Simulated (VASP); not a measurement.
A run of VASP 6.6.1 is set up as follows.

Contents of INCAR:

```
PREC = Accurate
ENCUT = 520
EDIFF = 1E-6
ISMEAR = -1
SIGMA = 0.112
LREAL = Auto
LASPH = T
NELM = 100
ALGO = Normal
ISIF = 2
LWAVE = F
LCHARG = F
GGA = PE
NBANDS = 94
```

The input KPOINTS:

```
Automatic mesh
0
Gamma
  2 2 2
```

File POSCAR:

```
SnTe
1.0
    0.0000000000      6.3786600663      6.3786600663
    6.3786600663      0.0000000000      6.3786600663
    6.3786600663      6.3786600663      0.0000000000
Sn Te
8 8
Direct
   -0.0000446018     -0.0070703721      0.0040747586
   -0.0505490176      0.0033237388      0.5179500029
   -0.0234219254      0.4964244006      0.0212236580
    0.0098035480      0.5164795530      0.4914495313
    0.4574221654     -0.0054833617      0.0138062695
    0.5028650166      0.0002440952      0.5105145855
    0.5000834763      0.5100952968     -0.0323549927
    0.4901083405      0.4864646286      0.5179240570
    0.2621269173      0.2244810799      0.2682002932
    0.2421592441      0.2482141208      0.7636041817
    0.2505613222      0.7591035499      0.2570717804
    0.2731000683      0.7716038241      0.7291423985
    0.7682147895      0.2405941035      0.2270683788
    0.7625131218      0.2757058664      0.7214921241
    0.7557684451      0.7388733607      0.2590904646
    0.7510004374      0.7565133507      0.7510855650
```

Potentials or basis: VASP PAW PBE potentials, release 64 (Sn_d, Te).

Command:

```bash
$ cat potpaw_PBE.64/Sn_d/POTCAR potpaw_PBE.64/Te/POTCAR > POTCAR
$ mpirun -np 1 vasp_std > vasp.out
```

**Question.** Estimate the pressure.

**Answer.** 1.4 GPa.

**Question.** Estimate the band gap on the k mesh.

**Answer.** 0.07 eV, direct.

**Question.** Estimate the largest force.

**Answer.** 1.070 eV/Å.

Stress tensor (GPa, compression positive):
```
 0.65 -0.10 -0.06
-0.10  1.06 -0.08
-0.06 -0.08  2.60
```

Caveat: the k points lie up to 0.43 Å⁻¹ apart; spin-orbit coupling is left out, which moves the levels of the heavy elements; forces of over 1 eV/Å act on the atoms, so gaps and moduli don't describe the material at rest.
